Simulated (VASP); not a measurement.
Input of a VASP 6.6.1 run:

INCAR

```
SYSTEM = MoS2
  PREC = Accurate
  ENCUT = 520
  EDIFF = 1E-7
  ISMEAR = 1
  SIGMA = 0.1
  LREAL = .False.
  LASPH = .True.
  NELM = 100
  ALGO = Normal
  ISIF = 2
  LWAVE = .False.
  LCHARG = .False.
  GGA = PS
  NBANDS = 20
```

KPOINTS

```
regular mesh
0
Gamma
  12 12 2
  0 0 0
```

The input POSCAR:

```
MoS2
1.0
    3.2159672600      0.0000000000      0.0000000000
   -1.6079836300      2.7851093400      0.0000000000
    0.0000000000      0.0000000000     17.3346000000
Mo S
1 2
Direct
    0.0000000000      0.0000000000      0.0000000000
    0.3333333333      0.6666666667      0.0894930000
    0.3333333333      0.6666666667      0.9105070000
```

Potentials or basis: VASP PAW PBE potentials, release 64 (Mo_sv, S).

Run with:

```bash
$ cat potpaw_PBE.64/Mo_sv/POTCAR potpaw_PBE.64/S/POTCAR > POTCAR
$ mpirun -np 1 vasp_std > vasp.out
```

(1) Predict the largest force.

(2) Estimate the band gap on the k mesh.

Results:

(1) 0.338 eV/Å.

(2) 1.43 eV, indirect (least direct gap 1.57 eV).

Caveat: the PAW data sets were made with another functional, which shifts forces and pressure a little.
